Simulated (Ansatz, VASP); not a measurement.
**Au in VASP and in Ansatz**

INCAR

```
  ALGO = Fast
  EDIFF = 1E-6
  ENCUT = 520
  GGA = PE
  ISIF = 2
  ISMEAR = 0
  LASPH = T
  LCHARG = F
  LREAL = F
  LWAVE = F
  NBANDS = 18
  NELM = 60
  PREC = Accurate
  SIGMA = 0.1
```

File KPOINTS:

```
k-points
0
Gamma
  18 18 12
```

The input POSCAR:

```
Au
1.0
    2.0789480791      2.0789480791      0.0000000000
   -2.0789480791      2.0789480791      0.0000000000
    0.0000000000      0.0000000000      4.1994751199
Au
2
Direct
    0.0000000000      0.0000000000      0.0000000000
    0.5000000000      0.5000000000      0.5000000000
```

Input for Ansatz:

```yaml
crystal:
  lattice:
    - [2.0789480791, 2.0789480791, 0.0]
    - [-2.0789480791, 2.0789480791, 0.0]
    - [0.0, 0.0, 4.1994751199]
  atoms:
    - { symbol: Au, position: [0.0, 0.0, 0.0] }
    - { symbol: Au, position: [0.5, 0.5, 0.5] }
basis:
  ecutwfc: 420
kpoints:
  mp_grid: { grid: [18, 18, 12] }
hamiltonian:
  xc: pbe
scf:
  occupations: { method: gaussian, width: 0.1 }
output:
  forces: true
  stress: true
  eigenvalues: true
```

Change from the starting cell: strain along c alone, the other axes held, atoms relaxed: +1.0 %.

Alike in both runs: task single point; functional PBE; k mesh 18 × 18 × 12; occupations gaussian, width 0.1 eV; no spin polarisation.

|  | VASP | Ansatz |
| --- | --- | --- |
| version | VASP 6.6.1 | Ansatz 0.2.0 |
| potentials or method | VASP PAW PBE potentials, release 64 (Au), cutoff 520 eV | scalar-relativistic, plane waves, PAW |
| valence electrons in the cell | 22 | 38 |

Ansatz gave:

| Property | Result |
| --- | --- |
| gap on the k mesh at the Fermi level (eV) | none |
| pressure (GPa) | -1.3 |
| traceless stress, the component that is largest in VASP (GPa) | -0.31 |

Question: Which values does VASP return?

Answer: gap on the k mesh at the Fermi level (eV): none; pressure (GPa): -1.5; traceless stress, the component that is largest in VASP (GPa): -0.31.

A gap of «none» marks a metal or a gap that the smearing closes. VASP's potentials hold 22 valence electrons a cell and Ansatz's 38, so a difference there can come from the potentials and not from the codes.

Neither program's run includes spin-orbit coupling.
